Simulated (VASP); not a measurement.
Input of a VASP 6.6.1 run:

Contents of INCAR:

```
SYSTEM = Zn
ALGO = Normal
EDIFF = 1E-6
ENCUT = 520
GGA = PE
ISIF = 2
ISMEAR = 0
ISPIN = 2
LASPH = .True.
LCHARG = .True.
LELF = .True.
LORBIT = 11
LREAL = .False.
LVHAR = .True.
LWAVE = .False.
MAGMOM = 0.5 0.5
NBANDS = 23
NELM = 150
PREC = Accurate
SIGMA = 0.05
```

File KPOINTS:

```
k-points
0
Gamma
  1 1 15
  0 0 0
```

POSCAR

```
Zn
1.0
   10.1000000000      0.0000000000      0.0000000000
    0.0000000000      9.3000000000      0.0000000000
    0.0000000000      0.0000000000      5.0943016702
Zn
2
Direct
    0.4999452036      0.5000000000      0.0000000000
    0.5000547964      0.5000000000      0.5000000000
```

Potentials or basis: VASP PAW PBE potentials, release 64 (Zn).

Run with:

```sh
$ cat potpaw_PBE.64/Zn/POTCAR > POTCAR
$ mpirun -np 1 vasp_std > vasp.out
```

Question: Predict the net moment.

Answer: 0.13 μB per cell.
